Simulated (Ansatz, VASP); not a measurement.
**Sn in VASP and in Ansatz**

```
Sn
1.0
     0.00000    2.36675    2.36675
     2.36675    0.00000    2.36675
     2.36675    2.36675    0.00000
Sn
1
Direct
  0.00000 0.00000 0.00000
```

Alike in both runs: functional PBEsol; k mesh 20 × 20 × 20; occupations gaussian, width 0.1 eV; no spin polarisation.

Ansatz relaxed the structure, and its values are those at the end. VASP's run is a single point on that final structure, the one shown.

```csv
,VASP,Ansatz
version,VASP 6.6.1,Ansatz 0.2.0
potentials or method,"VASP PAW PBE potentials, release 64 (Sn_d), cutoff 520 eV","scalar-relativistic, plane waves, PAW"
valence electrons in the cell,14,14
```

|  | VASP | Ansatz | Ansatz less VASP |
| --- | --- | --- | --- |
| gap on the k mesh at the Fermi level (eV) | none | none | - |
| pressure (GPa) | 0.0 | 0.0 | +0.03 |

VASP's potentials were made for PBE, not for PBEsol. A gap of «none» marks a metal or a gap that the smearing closes.
